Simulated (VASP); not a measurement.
Set up this calculation in VASP 6.6.1, as the native input.

```
Task                   : single point
Functional             : PBE
Potentials or basis    : VASP PAW PBE potentials, release 64 (Al, N)
Cutoff                 : 520 eV
k mesh                 : 8 × 8 × 3
Occupations            : gaussian, width 0.05 eV
Spin                   : no spin polarisation
Dipole correction      : no
Further INCAR settings : ALGO = Normal; EDIFF = 1e-06; NBANDS = 26
```

The structure of AlN lies in POSCAR:

```
AlN
1.0
   -3.1110021516      0.0000000000      0.0000000000
   -1.5555010758     -2.6942068945      0.0000000000
   -3.1111577017     -1.7962277366      9.9560000000
Al N
4 4
Direct
   -0.2691967917     -0.2691967917      0.9037500000
    0.0641532083      0.0641532083      0.4037500000
    0.5641615417      0.5641615417      0.1537500000
    0.2308115417      0.2308115417      0.6537500000
    0.2691634583      0.2691634583      0.0962500000
   -0.0641865417     -0.0641865417      0.5962500000
    0.4358217917      0.4358217917      0.3462500000
    0.1024717917      0.1024717917      0.8462500000
```

The input as run:

INCAR

```
SYSTEM = AlN
  PREC = Accurate
  ENCUT = 520
  EDIFF = 1E-6
  ISMEAR = 0
  SIGMA = 0.05
  LREAL = .FALSE.
  LASPH = .TRUE.
  NELM = 100
  ALGO = Normal
  ISIF = 2
  LWAVE = .FALSE.
  LCHARG = .FALSE.
  GGA = PE
  NBANDS = 26
```

KPOINTS

```
regular mesh
0
G
  8 8 3
  0 0 0
```

Potentials or basis: VASP PAW PBE potentials, release 64 (Al, N).

Command:

```bash
$ cat potpaw_PBE.64/Al/POTCAR potpaw_PBE.64/N/POTCAR > POTCAR
$ mpirun -np 1 vasp_std > vasp.out
```

It gave:

| Quantity | Value |
| --- | --- |
| Pressure | 2.5 GPa |
| Largest force | 2.299 eV/Å |
| Band gap on the k mesh | 2.91 eV, indirect (least direct gap 3.34 eV) |

Caveat: forces of over 1 eV/Å act on the atoms, so gaps and moduli don't describe the material at rest.

Wall time 2.9 min on 1 thread of AMD EPYC 7R13, on a shared host, peak memory 0.22 GiB.
